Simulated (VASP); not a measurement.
A run of VASP 6.6.1 is set up as follows.

Contents of INCAR:

```
ALGO = Normal ; EDIFF = 1E-6
EDIFFG = -0.01 ; ENCUT = 600
GGA = RP ; IBRION = 2
ISIF = 3 ; ISMEAR = -1
LASPH = T ; LCHARG = F
LREAL = F ; LWAVE = F
NELM = 100 ; NSW = 80
PREC = Accurate ; SIGMA = 0.1
```

Contents of KPOINTS:

```
k-points
0
Gamma
  13 13 7
```

The input POSCAR:

```
Ir
1.0
    2.7148619862      0.0000000000      0.0000000000
   -1.3574309931      2.3511394478      0.0000000000
    0.0000000000      0.0000000000      4.4333696235
Ir
2
Direct
    0.3333333333      0.6666666667      0.2500000000
    0.6666666667      0.3333333333      0.7500000000
```

Potentials or basis: VASP PAW PBE potentials, release 64 (Ir).

Launch:

```console
$ cat potpaw_PBE.64/Ir/POTCAR > POTCAR
$ mpirun -np 1 vasp_std > vasp.out
```

Task: Estimate the relaxed volume.

Result: 14.78 Å³/atom.

Task: Predict the band gap on the k mesh.

Result: Zero (band 9 reaches 10.74 eV, above the bottom of band 10 at 7.59 eV).

Task: Estimate the space group after relaxing (to 0.05 Å).

Result: P6_3/mmc (No. 194).

Final structure:
```
Ir
1.0
     2.76096    0.00000    0.00000
    -1.38048    2.39106    0.00000
     0.00000    0.00000    4.47749
Ir
2
Direct
  0.33333 0.66667 0.25000
  0.66667 0.33333 0.75000
```

Caveat: the PAW data sets were made with another functional, which shifts forces and pressure a little; spin-orbit coupling is left out, which moves the levels of the heavy elements.
